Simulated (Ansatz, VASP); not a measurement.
Ge in VASP and in Ansatz

```xyz
2
Lattice="0.0000 2.8571 2.8288 2.8571 0.0000 2.8288 2.8571 2.8571 0.0000" Properties=species:S:1:pos:R:3 pbc="T T T"
Ge    2.8571    2.8571    2.8288
Ge    4.2856    4.2856    4.2432
```

Change from the starting cell: equal xx and yy strain of +1 %, crystal datasets.

Alike in both runs: task electric field gradients; functional PBE; k mesh 10 × 10 × 10; occupations fermi-dirac, width 0.05 eV; no spin polarisation.

|  | VASP | Ansatz |
| --- | --- | --- |
| version | VASP 6.6.1 | Ansatz 0.2.0 |
| potentials or method | VASP PAW PBE potentials, release 64 (Ge_d), cutoff 410 eV | all-electron PAW with datasets made for the crystal, scalar-relativistic |

VASP gave:

* size of Vzz on the site where it differs most (V/Å²): 0.5

Q: Which values does Ansatz return?

A: Size of Vzz on the site where it differs most (V/Å²): 0.7.

Ansatz ran all-electron here, and VASP with PAW potentials.
